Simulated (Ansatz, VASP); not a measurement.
Cu in VASP and in Ansatz

```xyz
1
Lattice="-1.3824 1.3824 1.3824 1.3824 -1.3824 1.3824 1.3824 1.3824 -1.3824" Properties=species:S:1:pos:R:3 pbc="T T T"
Cu    0.0000    0.0000    0.0000
```

Change from the starting cell: volume scaled by 0.88, LAPW.

Alike in both runs: task single point; functional PBE; k mesh 18 × 18 × 18; occupations fermi-dirac, width 0.1 eV; no spin polarisation.

|  | VASP | Ansatz |
| --- | --- | --- |
| version | VASP 6.6.1 | Ansatz 0.2.0 |
| potentials or method | VASP PAW PBE potentials, release 64 (Cu), cutoff 520 eV | all-electron LAPW, scalar-relativistic |

VASP gave:

```
pressure (GPa) : 25.0
```

What did Ansatz give for the same quantities?

Pressure (GPa): 24.4.

Ansatz ran all-electron here, and VASP with PAW potentials.
